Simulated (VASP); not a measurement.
Wanted: the native input for a VASP 6.6.1 run.

| Property | Result |
| --- | --- |
| Task | single point |
| Functional | LDA |
| Potentials or basis | VASP PAW LDA potentials, release 64 (P) |
| Cutoff | 520 eV |
| k mesh | 8 × 8 × 4, shifted |
| Occupations | fermi-dirac, width 0.1 eV |
| Spin | no spin polarisation |
| Dipole correction | no |
| Further INCAR settings | ALGO = Normal; EDIFF = 1e-07; NBANDS = 12 |

The structure of P lies in POSCAR:

```
P
1.0
    2.4246941100      0.0000000000      0.0000000000
    0.0000000000      2.4385351400      0.0000000000
   -0.0203144600      0.0000000000      4.8524329000
P
2
Direct
    0.0000000000      0.0000000000      0.2505746400
    0.0000000300      0.0000000000      0.7494253600
```

These files were run (other wordings do the same):

INCAR

```
SYSTEM = P
ALGO = Normal ; EDIFF = 1E-7
ENCUT = 520 ; GGA = CA
ISIF = 2 ; ISMEAR = -1
LASPH = .TRUE. ; LCHARG = .FALSE.
LREAL = .FALSE. ; LWAVE = .FALSE.
NBANDS = 12 ; NELM = 60
PREC = Accurate ; SIGMA = 0.1
```

KPOINTS

```
Automatic mesh
0
Gamma
  8 8 4
  0.5 0.5 0.5
```

Potentials or basis: VASP PAW LDA potentials, release 64 (P).

Run with:

```sh
$ cat potpaw_LDA.64/P/POTCAR > POTCAR
$ mpirun -np 1 vasp_std > vasp.out
```

Results of the run:

```
Pressure               : -3.5 GPa
Largest force          : 0.016 eV/Å
Band gap on the k mesh : zero (band 5 reaches 13.61 eV, above the bottom of band 6 at 7.02 eV)
```

It took 12 s on 1 thread of AMD EPYC 7R43 64-Core Processor (Zen 3), with other jobs on the host, peak memory 0.08 GiB.
